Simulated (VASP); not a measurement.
Input of a VASP 6.6.1 run:

The input INCAR:

```
SYSTEM = SnAu2O3
ALGO = Normal
EDIFF = 1E-6
ENCUT = 700
GGA = PS
GGA_COMPAT = .False.
ISIF = 2
ISMEAR = -1
LASPH = .True.
LCHARG = .False.
LREAL = .False.
LWAVE = .False.
NBANDS = 44
NELM = 120
PREC = Accurate
SIGMA = 0.03
```

File KPOINTS:

```
k-points
0
Gamma
  6 6 4
  0 0 0
```

The input POSCAR:

```
SnAu2O3
1.0
    3.0965768550     -0.0000000025      0.0000000000
   -1.5482884253      2.6817142224      0.0000000000
    0.0000000000      0.0000000000     11.2265794712
Sn Au O
1 2 3
Direct
    0.0000000000      0.0000000000      0.0000000000
    0.3333333333      0.6666666667      0.6361020037
    0.6666666667      0.3333333333      0.3638979963
    0.3333333333      0.6666666667      0.0940950044
    0.6666666667      0.3333333333      0.9059049956
    0.0000000000      0.0000000000      0.5000000000
```

Potentials or basis: VASP PAW PBE potentials, release 64 (Sn_d, Au_sv_GW, O).

Command:

```bash
$ cat potpaw_PBE.64/Sn_d/POTCAR potpaw_PBE.64/Au_sv_GW/POTCAR potpaw_PBE.64/O/POTCAR > POTCAR
$ mpirun -np 1 vasp_std > vasp.out
```

**Question.** What does it give for the band gap on the k mesh?

**Answer.** Zero (bands 35 and 36 overlap by 0.39 eV).

**Question.** Estimate the largest force.

**Answer.** 0.065 eV/Å.

**Question.** What does it give for the pressure?

**Answer.** 0.1 GPa.

Stress tensor (GPa, compression positive):
```
 0.19  0.00  0.00
 0.00  0.19  0.00
 0.00  0.00 -0.08
```

Caveat: the k points lie up to 0.39 Å⁻¹ apart; the PAW data sets were made with another functional, which shifts forces and pressure a little; spin-orbit coupling is left out, which moves the levels of the heavy elements.
